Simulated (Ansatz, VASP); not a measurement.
## One calculation of P, two programs

```
CELL_PARAMETERS angstrom
1.66127 -5.09741 0.00000
1.66127 5.09741 0.00000
0.00000 0.00000 4.16198
ATOMIC_POSITIONS crystal
P 0.89359 0.10641 0.07178
P 0.60641 0.39359 0.57178
P 0.10641 0.89359 0.92822
P 0.39359 0.60641 0.42822
```

Alike in both runs: functional PBE; dispersion D3(BJ); k mesh 12 × 12 × 10; occupations gaussian, width 0.05 eV; no spin polarisation.

Ansatz relaxed the structure, and its values are those at the end. VASP's run is a single point on that final structure, the one shown.

|  | VASP | Ansatz |
| --- | --- | --- |
| version | VASP 6.6.1 | Ansatz 0.2.0 |
| potentials or method | VASP PAW PBE potentials, release 64 (P), cutoff 520 eV | scalar-relativistic, plane waves, PAW |
| valence electrons in the cell | 20 | 20 |

Ansatz gave:

| Item | Value |
| --- | --- |
| gap on the k mesh at the Fermi level (eV) | none |
| pressure (GPa) | 0.0 |
| rms of the force components (eV/Å) | 0.000 |

Q: What did VASP give for the same quantities?

A: gap on the k mesh at the Fermi level (eV): none; pressure (GPa): -0.3; rms of the force components (eV/Å): 0.035.

A gap of «none» marks a metal or a gap that the smearing closes.
